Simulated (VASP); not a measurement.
Input of a VASP 6.6.1 run:

Contents of INCAR:

```
SYSTEM = Ga25N24
PREC = Accurate
ENCUT = 520
EDIFF = 1E-6
ISMEAR = 0
SIGMA = 0.01
LREAL = Auto
LASPH = .True.
NELM = 100
ALGO = Normal
ISIF = 2
LWAVE = .False.
LCHARG = .False.
GGA = PE
NBANDS = 252
NELECT = 442.0
```

File KPOINTS:

```
Automatic mesh
0
Gamma
  2 2 2
  0.5 0.5 0.5
```

The input POSCAR:

```
Ga25N24
1.0
   -3.2183708023      5.5743817471     -5.2431683749
    6.4367416045      0.0000000001     -5.2431683749
   -3.2183708022     -5.5743817471     -5.2431683749
Ga N
25 24
Direct
    0.0026142758      0.1704520958      0.3320545653
    0.6657469734      0.3355608162      0.4960219840
    0.3320545653      0.0026142758      0.1704520958
    0.1726581775      0.8335474908      0.5065262501
    0.8335474908      0.5065262501      0.1726581775
    0.4960219840      0.6657469734      0.3355608162
    0.1704520958      0.3320545653      0.0026142758
    0.8263721806      0.0053992084      0.6436531378
    0.5065262501      0.1726581775      0.8335474908
    0.0053992084      0.6436531378      0.8263721806
    0.6436531378      0.8263721806      0.0053992084
    0.3355608162      0.4960219840      0.6657469734
    0.0122008166      0.8303456631      0.1980228283
    0.6635926011      0.0002225600      0.3280989067
    0.3280989067      0.6635926011      0.0002225600
    0.1685309496      0.4961353662      0.3374067921
    0.8303456631      0.1980228283      0.0122008166
    0.4961353662      0.3374067921      0.1685309496
    0.1980228283      0.0122008166      0.8303456631
    0.8303705188      0.6631199629      0.5032463065
    0.5032463065      0.8303705188      0.6631199629
    0.0002225600      0.3280989067      0.6635926011
    0.6631199629      0.5032463065      0.8303705188
    0.3374067921      0.1685309496      0.4961353662
    0.9298838217      0.9298838217      0.9298838217
    0.8758828724      0.0409851886      0.2029647638
    0.5431267898      0.2084112085      0.3704815629
    0.2029647638      0.8758828724      0.0409851886
    0.0439826646      0.7020633225      0.3914897724
    0.7020633225      0.3914897724      0.0439826646
    0.3704815629      0.5431267898      0.2084112085
    0.0409851886      0.2029647638      0.8758828724
    0.7072180427      0.8721917642      0.5341799091
    0.3914897724      0.0439826646      0.7020633225
    0.8721917642      0.5341799091      0.7072180427
    0.5341799091      0.7072180427      0.8721917642
    0.2084112085      0.3704815629      0.5431267898
    0.2057343703      0.0400853150      0.3776165382
    0.8736035020      0.2102886258      0.5350591653
    0.5350591653      0.8736035020      0.2102886258
    0.3744279882      0.7060020078      0.5447491744
    0.0400853150      0.3776165382      0.2057343703
    0.7060020078      0.5447491744      0.3744279882
    0.3776165382      0.2057343703      0.0400853150
    0.0372007618      0.8763784307      0.7185364540
    0.7185364540      0.0372007618      0.8763784307
    0.2102886258      0.5350591653      0.8736035020
    0.8763784307      0.7185364540      0.0372007618
    0.5447491744      0.3744279882      0.7060020078
```

Potentials or basis: VASP PAW PBE potentials, release 64 (Ga_d, N).

Run with:

```console
$ cat potpaw_PBE.64/Ga_d/POTCAR potpaw_PBE.64/N/POTCAR > POTCAR
$ mpirun -np 1 vasp_std > vasp.out
```

Q: Estimate the largest force.

A: 0.069 eV/Å.

Forces on the atoms (eV/Å):
```
Ga   0.000 -0.002 -0.019
Ga   0.001 -0.004  0.000
Ga  -0.002  0.001 -0.019
Ga  -0.004  0.017  0.004
Ga  -0.013 -0.012  0.004
Ga  -0.004  0.001  0.000
Ga   0.001  0.001 -0.019
Ga   0.019  0.009  0.011
Ga   0.017 -0.005  0.004
Ga  -0.017  0.012  0.011
Ga  -0.002 -0.021  0.011
Ga   0.003  0.003  0.000
Ga  -0.052 -0.032 -0.032
Ga   0.003 -0.014  0.001
Ga  -0.014  0.005  0.001
Ga  -0.005  0.001  0.001
Ga   0.053 -0.029 -0.032
Ga   0.002 -0.005  0.001
Ga  -0.001  0.061 -0.032
Ga  -0.002 -0.001  0.009
Ga   0.000  0.002  0.009
Ga   0.011  0.010  0.001
Ga   0.001 -0.001  0.009
Ga   0.003  0.004  0.001
Ga   0.000  0.000  0.023
N   -0.001  0.000  0.005
N    0.002  0.002  0.003
N    0.000  0.001  0.005
N    0.017  0.006  0.009
N   -0.013  0.012  0.009
N    0.001 -0.002  0.003
N    0.000  0.000  0.005
N   -0.006  0.000 -0.010
N   -0.004 -0.017  0.009
N    0.003 -0.005 -0.010
N    0.003  0.005 -0.010
N   -0.002  0.001  0.003
N    0.002 -0.002  0.002
N   -0.013 -0.005  0.000
N    0.002  0.014  0.000
N    0.003 -0.004 -0.004
N    0.001  0.003  0.002
N    0.002  0.005 -0.004
N   -0.003 -0.001  0.002
N    0.000  0.020  0.013
N    0.017 -0.010  0.013
N    0.011 -0.009  0.000
N   -0.017 -0.010  0.013
N   -0.005 -0.001 -0.004
```

Caveat: the cell carries a net charge on a neutralising background, which shifts energy and pressure; the cell differs from its parent crystal (with an interstitial atom, then relaxed in part).
